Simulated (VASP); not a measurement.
# As (Im-3m) in VASP: notebook

Runs on As. Level: PBEsol. Tasks: relaxation of cell and atoms.

All numbers are computed with VASP 6.6.1; they aren't measurements. Logs are shortened: lines on timing, memory, paths and dates and some standing lists are left out, and cuts for length are marked.

## Step 1: The cell of the first run

Symmetry: Im-3m, No. 229, cubic system. The conventional cell has a = 3.315 Å, b = 3.315 Å, c = 3.315 Å, α = 90.00°, β = 90.00°, γ = 90.00°. Within 3.8 Å of As (site symmetry m-3m) lie 14 As at 2.87 to 3.31 Å.

## Step 2: Relaxation of cell and atoms, PBEsol

Input file INCAR:

```
SYSTEM = As
PREC = Accurate
ENCUT = 600
EDIFF = 1E-7
ISMEAR = 1
SIGMA = 0.1
LREAL = .FALSE.
LASPH = .TRUE.
NELM = 80
ALGO = Normal
ISIF = 3
LWAVE = .FALSE.
LCHARG = .FALSE.
GGA = PS
IBRION = 2
NSW = 80
EDIFFG = -0.02
```

Input file KPOINTS:

```
Automatic mesh
0
G
  18 18 18
  0 0 0
```

Input file POSCAR:

```
As
1.0
    1.6574389682      1.6574389682      1.6574389682
   -1.6574389682      1.6574389682      1.6574389682
   -1.6574389682     -1.6574389682      1.6574389682
As
1
Direct
    0.0000000000      0.0000000000      0.0000000000
```

Potentials or basis: VASP PAW PBE potentials, release 64 (As).

Run with:

```
$ cat potpaw_PBE.64/As/POTCAR > POTCAR
$ mpirun -np 1 vasp_std > vasp.out
```

OUTCAR:

```text
SYSTEM = As
   PREC = Accurate
   ENCUT = 600
   EDIFF = 1E-7
   ISMEAR = 1
   LREAL = .FALSE.
   LASPH = .TRUE.
   NELM = 80
   ISIF = 3
   GGA = PS
   IBRION = 2
   NSW = 80
   EDIFFG = -0.02

 ion  position               nearest neighbor table
   1  0.000  0.000  0.000-

  LATTYP: Found a body centered cubic cell.
 ALAT       =     3.3148779364

  Lattice vectors:

 A1 = (   1.6574389682,  -1.6574389682,  -1.6574389682)
 A2 = (   1.6574389682,   1.6574389682,   1.6574389682)
 A3 = (  -1.6574389682,  -1.6574389682,   1.6574389682)

Analysis of symmetry for initial positions (statically):
=====================================================================
 Subroutine PRICEL returns:
 Original cell was already a primitive cell.

 Routine SETGRP: Setting up the symmetry group for a
 body centered cubic supercell.

 Subroutine GETGRP returns: Found 48 space group operations
 (whereof 48 operations were pure point group operations)
 out of a pool of 48 trial point group operations.

The static configuration has the point symmetry O_h .

Analysis of symmetry for dynamics (positions and initial velocities):
=====================================================================
 Subroutine PRICEL returns:
 Original cell was already a primitive cell.

 Routine SETGRP: Setting up the symmetry group for a
 body centered cubic supercell.

 Subroutine GETGRP returns: Found 48 space group operations
 (whereof 48 operations were pure point group operations)
 out of a pool of 48 trial point group operations.

The dynamic configuration has the point symmetry O_h .

 Subroutine INISYM returns: Found 48 space group operations
 (whereof 48 operations are pure point group operations),
 and found     1 'primitive' translations

----------------------------------------------------------------------------------------

                                     Primitive cell

  volume of cell :      18.2126

  direct lattice vectors                    reciprocal lattice vectors
     1.657438968  1.657438968  1.657438968     0.301670233  0.000000000  0.301670233
    -1.657438968  1.657438968  1.657438968    -0.301670233  0.301670233  0.000000000
    -1.657438968 -1.657438968  1.657438968     0.000000000 -0.301670233  0.301670233

  length of vectors
     2.870768503  2.870768503  2.870768503     0.426626135  0.426626135  0.426626135

  position of ions in fractional coordinates (direct lattice)
     0.000000000  0.000000000  0.000000000

  ion indices of the primitive-cell ions
   primitive index   ion index
                 1           1

----------------------------------------------------------------------------------------

 KPOINTS: Automatic mesh

Automatic generation of k-mesh.
 Grid dimensions read from file:
 generate k-points for:   18   18   18

 Generating k-lattice:

  Cartesian coordinates                     Fractional coordinates (reciprocal lattice)
     0.016759457  0.000000000  0.016759457     0.055555556  0.000000000  0.000000000
    -0.016759457  0.016759457  0.000000000     0.000000000  0.055555556  0.000000000
     0.000000000 -0.016759457  0.016759457     0.000000000  0.000000000  0.055555556

  Length of vectors
     0.023701452  0.023701452  0.023701452

  Shift w.r.t. Gamma in fractional coordinates (k-lattice)
     0.000000000  0.000000000  0.000000000

 Subroutine IBZKPT returns following result:
 ===========================================

 Found    195 irreducible k-points:

 Following reciprocal coordinates:
            Coordinates               Weight
  0.000000  0.000000  0.000000      1.000000
  0.055556  0.000000  0.000000     12.000000
  0.111111  0.000000  0.000000     12.000000
  0.166667  0.000000  0.000000     12.000000
  0.222222  0.000000  0.000000     12.000000
  0.277778  0.000000  0.000000     12.000000
[... 16 lines left out ...]
  0.444444  0.111111  0.000000     48.000000
  0.500000  0.111111  0.000000     48.000000
 [... further k-points ...]
   k-points           NKPTS =    195   k-points in BZ     NKDIM =    195   number of bands    NBANDS=      6
   number of dos      NEDOS =    301   number of ions     NIONS =      1
   total plane-waves  NPLWV =  13824
   dimension x,y,z NGX =    24 NGY =   24 NGZ =   24
   dimension x,y,z NGXF=    48 NGYF=   48 NGZF=   48
   ions per type =               1
   NGX,Y,Z   is equivalent  to a cutoff of  13.90, 13.90, 13.90 a.u.
   NGXF,Y,Z  is equivalent  to a cutoff of  27.80, 27.80, 27.80 a.u.
 SYSTEM =  As
   PREC   = accura    normal or accurate (medium, high low for compatibility)
   ISTART =      0    job   : 0-new  1-cont  2-samecut
   ICHARG =      2    charge: 1-file 2-atom 10-const
   ISPIN  =      1    spin polarized calculation?
   LNONCOLLINEAR =      F non collinear calculations
   LSORBIT =      F    spin-orbit coupling
   LASPH  =      T    aspherical Exc in radial PAW
   ENCUT  =  600.0 eV  44.10 Ry    6.64 a.u.   5.73  5.73  5.73*2*pi/ulx,y,z
   NELM   =     80;   NELMIN=  2; NELMDL= -5     # of ELM steps
   EDIFF  = 0.1E-06   stopping-criterion for ELM
   LREAL  =      F    real-space projection
   EDIFFG = -.2E-01   stopping-criterion for IOM
   NSW    =     80    number of steps for IOM
   IBRION =      2    ionic relax: 0-MD 1-quasi-New 2-CG
   NFREE  =      1    steps in history (QN), initial steepest desc. (CG)
   ISIF   =      3    stress and relaxation
   ISYM   =      2    0-nonsym 1-usesym 2-fastsym
   POTIM  = 0.5000    time-step for ionic-motion
   TEBEG  =    0.0;   TEEND  =   0.0 temperature during run
   PSTRESS=    0.0 pullay stress
   NELECT =       5.0000    total number of electrons
   NUPDOWN=      -1.0000    fix difference up-down
   EMIN   =  10.00;   EMAX   =-10.00  energy-range for DOS
   EFERMI =   0.00;   METHOD = LEGACY
   ISMEAR =     1;   SIGMA  =   0.10  broadening in eV -4-tet -1-fermi 0-gaus
   EFERMI_NEDOS =   21; number of points for ismear=-14 and -15
   IALGO  =     38    algorithm
   IMIX   =      4    mixing-type and parameters
     AMIX     =   0.40;   BMIX     =  1.00
     AMIX_MAG =   1.60;   BMIX_MAG =  1.00
  volume/ion in A,a.u.               =      18.21       122.90
  Fermi-wavevector in a.u.,A,eV,Ry     =   1.063998  2.010664 15.403030  1.132091
  Thomas-Fermi vector in A             =   2.199501
   LORBIT       =      0    0 simple, 1 ext, 2 COOP (PROOUT), +10 PAW based schemes
   GGA     = PS    functional components
   LHFCALC =     F    Hartree Fock is set to
   AEXX    =    0.0000 exact exchange contribution
   IVDW    =     0    specifies the selected vdW correction
   LEPSILON=     F    determine dielectric tensor
   LRPA    =     F    only Hartree local field effects (RPA)
 conjugate gradient relaxation of ions
 non-spin polarized calculation
 Methfessel and Paxton  Order N= 1 SIGMA  =   0.10
  energy-cutoff  :      600.00
  volume of cell :       18.21
 maximum number of plane-waves:       623
   NGX = 11   NGY = 11   NGZ = 11

 number of electron       5.0000001 magnetization

 Free energy of the ion-electron system (eV)
  ---------------------------------------------------
  ext. energy  EPLUGINS =         0.00000000
  ---------------------------------------------------
  free energy    TOTEN  =        -4.73863668 eV

  energy without entropy =       -4.73876576  energy(sigma->0) =       -4.73867971

 E-fermi :   6.8233     XC(G=0): -11.0619

 val. band max:        6.7712200374   @ k =   0.3889   0.2222   0.2222
 cond. band min:       6.8305194038   @ k =   0.2222  -0.3333   0.1111
 fundamental gap:      0.0592993665
 Fermi energy:         6.8233363811

 k-point     1 :       0.0000    0.0000    0.0000
  band No.  band energies     occupation
      1      -8.6239      2.00000
      2      13.1318      0.00000
      3      13.1318      0.00000
      4      13.1318      0.00000
      5      20.1200      0.00000
      6      20.1200      0.00000

 k-point     2 :       0.0556    0.0000    0.0000
  band No.  band energies     occupation
      1      -8.5438      2.00000
      2      12.5557      0.00000
      3      12.8874      0.00000
      4      13.0786      0.00000
      5      19.7086      0.00000
      6      19.8783      0.00000

 k-point     3 :       0.1111    0.0000    0.0000
  band No.  band energies     occupation
      1      -8.3041      2.00000
      2      11.1312      0.00000
      3      12.2859      0.00000
      4      12.9242      0.00000
      5      18.8764      0.00000
      6      18.9276      0.00000

 k-point     4 :       0.1667    0.0000    0.0000
  band No.  band energies     occupation
      1      -7.9064      2.00000
      2       9.3132      0.00000
      3      11.5469      0.00000
      4      12.6856      0.00000
      5      17.8186      0.00000
      6      18.0069      0.00000

 k-point     5 :       0.2222    0.0000    0.0000
  band No.  band energies     occupation
      1      -7.3540      2.00000
      2       7.3708     -0.00000
      3      10.8140      0.00000
      4      12.3941      0.00000
      5      16.8544      0.00000
      6      17.2226      0.00000
[... 136 lines left out ...]
 k-point    21 :       0.3333    0.1111    0.0000
  band No.  band energies     occupation
      1      -6.4229      2.00000
      2       5.4701      2.00000
      3       8.8715      0.00000
      4      11.2786      0.00000
      5      16.7160      0.00000
      6      18.0739      0.00000

 k-point    22 :       0.3889    0.1111    0.0000
  band No.  band energies     occupation
      1      -5.5975      2.00000
      2       3.7444      2.00000
      3       8.2294     -0.00000
      4      10.9317      0.00000
      5      16.2181      0.00000
      6      17.9223      0.00000

 k-point    23 :       0.4444    0.1111    0.0000
  band No.  band energies     occupation
      1      -4.6838      2.00000
      2       2.1479      2.00000
      3       7.7798     -0.00000
      4      10.6638      0.00000
      5      15.8495      0.00000
      6      17.7732      0.00000

 k-point    24 :       0.5000    0.1111    0.0000
  band No.  band energies     occupation
      1      -3.8086      2.00000
      2       0.8500      2.00000
      3       7.5126     -0.00000
      4      10.4955      0.00000
      5      15.6249      0.00000
      6      17.6639      0.00000

 [... further k-points ...]
[... 5 lines left out ...]
  --------------------------------------------------------------------------------------
  -------------------------------------------------------------------------------------
  Total       -0.0130010     -0.0130010     -0.0130010     -0.0000000      0.0000000      0.0000000
  in kB       -1.1437085     -1.1437085     -1.1437085     -0.0000000      0.0000000      0.0000000
  external PRESSURE =      -1.1437085 kB  Pullay stress =       0.0000000 kB

 VOLUME and BASIS-vectors are now :
 -----------------------------------------------------------------------------
  energy-cutoff  :      600.00
  volume of cell :       18.21
      direct lattice vectors                 reciprocal lattice vectors
     1.657438968  1.657438968  1.657438968     0.301670233  0.000000000  0.301670233
    -1.657438968  1.657438968  1.657438968    -0.301670233  0.301670233  0.000000000
    -1.657438968 -1.657438968  1.657438968     0.000000000 -0.301670233  0.301670233

 POSITION                                       TOTAL-FORCE (eV/Angst)
 -----------------------------------------------------------------------------------
      0.00000      0.00000      0.00000         0.000000      0.000000     -0.000000
 -----------------------------------------------------------------------------------
    total drift:                                0.000000     -0.000000      0.000000

  FREE ENERGIE OF THE ION-ELECTRON SYSTEM (eV)
  ---------------------------------------------------
  free  energy   TOTEN  =        -4.7386366786 eV

  energy  without entropy=       -4.7387657621  energy(sigma->0) =       -4.73867971

 reached required accuracy - stopping structural energy minimisation
```

It took 8.9 s on 1 thread of Intel Xeon 6975P-C, shared host; peak memory 0.16 GiB.

Results:

```
Free energy             : -4.7386 eV
Pressure after relaxing : -0.1 GPa
```

Final structure:
```
CELL_PARAMETERS angstrom
1.65744 1.65744 1.65744
-1.65744 1.65744 1.65744
-1.65744 -1.65744 1.65744
ATOMIC_POSITIONS crystal
As 0.00000 0.00000 0.00000
```

Levels at points of the mesh, in eV from the Fermi level:
| k point | band 1 | band 2 | band 3 | band 4 | band 5 | band 6 |
| --- | --- | --- | --- | --- | --- | --- |
| (0.00, 0.00, 0.00) | -15.45 | 6.31 | 6.31 | 6.31 | 13.30 | 13.30 |
| (0.50, 0.00, 0.00) | -10.38 | -6.80 | 2.09 | 4.58 | 7.90 | 8.54 |
| (0.50, 0.50, 0.50) | -6.40 | -2.31 | -2.31 | -2.31 | 3.54 | 3.54 |

Caveat: the relaxation stopped at its first step, so nothing moved; the PAW data sets were made with another functional, which shifts forces and pressure a little.

## Step 3: Relaxation of cell and atoms, PBEsol

This run uses another cell than the first one, of 21.62 Å³/atom, 1.187 times its volume.

Input file INCAR:

```
  PREC = Accurate
  ENCUT = 600
  EDIFF = 1E-7
  ISMEAR = 1
  SIGMA = 0.1
  LREAL = F
  LASPH = T
  NELM = 100
  ALGO = Normal
  ISIF = 3
  LWAVE = F
  LCHARG = F
  GGA = PS
  IBRION = 2
  NSW = 80
  EDIFFG = -0.02
```

Input file KPOINTS:

```
Automatic mesh
0
Gamma
  17 17 17
```

Input file POSCAR:

```
As
1.0
    1.7550000000      1.7550000000      1.7550000000
   -1.7550000000      1.7550000000      1.7550000000
   -1.7550000000     -1.7550000000      1.7550000000
As
1
Direct
    0.0000000000      0.0000000000      0.0000000000
```

Potentials or basis: VASP PAW PBE potentials, release 64 (As).

Run with:

```
$ cat potpaw_PBE.64/As/POTCAR > POTCAR
$ mpirun -np 1 vasp_std > vasp.out
```

Run time: 17 s. Hardware: 1 thread of Intel Xeon 6975P-C, shared host; peak memory 0.17 GiB.

It converged, with:

```
Free energy                            : -4.7294 eV
Relaxed volume                         : 18.22 Å³/atom
Relaxed cell                           : a = 2.871 Å, b = 2.871 Å, c = 2.871 Å, α = 70.53°, β = 109.47°, γ = 70.53°
Space group after relaxing (to 0.05 Å) : Im-3m (No. 229)
Energy gained by relaxing              : 132.5 meV/atom
Ionic steps                            : 3
Pressure after relaxing                : 0.2 GPa
```

Step by step:
```
step  energy change (eV)  largest force (eV/Å)  pressure (GPa)  volume (Å³)
   1              0.0000                0.0000          -10.73        21.62
   2             -0.1205                0.0000            4.67        17.40
   3             -0.1325                0.0000            0.16        18.22
```

Final structure:
```
As
1.0
     1.65776    1.65776    1.65776
    -1.65776    1.65776    1.65776
    -1.65776   -1.65776    1.65776
As
1
Direct
  0.00000 0.00000 0.00000
```

Levels at points of the mesh, in eV from the Fermi level:
| k point | band 1 | band 2 | band 3 | band 4 | band 5 | band 6 |
| --- | --- | --- | --- | --- | --- | --- |
| (0.00, 0.00, 0.00) | -15.48 | 6.26 | 6.26 | 6.26 | 13.25 | 13.25 |

Caveat: the volume moved by over 15 % at a fixed basis, so the end points are rough; the PAW data sets were made with another functional, which shifts forces and pressure a little.
